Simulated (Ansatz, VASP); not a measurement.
# FeO: VASP beside Ansatz

The input INCAR:

```
  PREC = Accurate
  ENCUT = 600
  EDIFF = 1E-6
  ISMEAR = -1
  SIGMA = 0.05
  LREAL = False
  LASPH = True
  NELM = 200
  ALGO = Normal
  ISIF = 2
  LWAVE = False
  LCHARG = True
  ISPIN = 2
  MAGMOM = 3 0
  LORBIT = 11
  LMAXMIX = 4
  GGA = PE
  LELF = True
  LVHAR = True
  NBANDS = 22
  GGA_COMPAT = False
```

The input KPOINTS:

```
Automatic mesh
0
Gamma
  11 11 11
```

The input POSCAR:

```
FeO
1.0
    0.0000000000      2.1114000555      2.1114000555
    2.1114000555      0.0000000000      2.1114000555
    2.1114000555      2.1114000555      0.0000000000
Fe O
1 1
Direct
    0.0000000000      0.0000000000      0.0000000000
    0.5000000000      0.5000000000      0.5000000000
```

input.yaml

```yaml
crystal:
  lattice:
    - [0.0, 2.1114000555, 2.1114000555]
    - [2.1114000555, 0.0, 2.1114000555]
    - [2.1114000555, 2.1114000555, 0.0]
  atoms:
    - { symbol: Fe, position: [0.0, 0.0, 0.0], spin: 3.0 }
    - { symbol: O, position: [0.5, 0.5, 0.5] }
hamiltonian:
  xc: pbe
  pseudopotentials: { kind: paw }
magnetization:
  spin_polarized: true
kpoints:
  mp_grid: { grid: [11, 11, 11] }
scf:
  occupations: { method: fermi_dirac, width: 0.05 }
output:
  forces: true
  stress: true
  eigenvalues: true
```

Alike in both runs: task single point; functional PBE; k mesh 11 × 11 × 11; occupations fermi-dirac, width 0.05 eV; collinear spin.

```csv
,VASP,Ansatz
version,VASP 6.6.1,Ansatz 0.2.0
potentials or method,"VASP PAW PBE potentials, release 64 (Fe_sv, O)",Ansatz PAW
plane-wave cutoff (eV),600,420
valence electrons in the cell,22,22
```

Ansatz gave:

| Quantity | Value |
| --- | --- |
| gap on the k mesh at the Fermi level (eV) | none |
| pressure (GPa) | 12.9 |
| net moment per atom (μB) | 2.00 |
| size of the moment on the site where the two differ most (μB) | 3.42 |

Problem. Estimate VASP's values.

Solution. gap on the k mesh at the Fermi level (eV): none; pressure (GPa): 10.4; net moment per atom (μB): 2.00; size of the moment on the site where the two differ most (μB): 3.47.

Site moments also hang on the region over which each program counts them. A gap of «none» marks a metal or a gap that the smearing closes. The functional is the same, so the differences come from potentials, cutoffs and numerics.
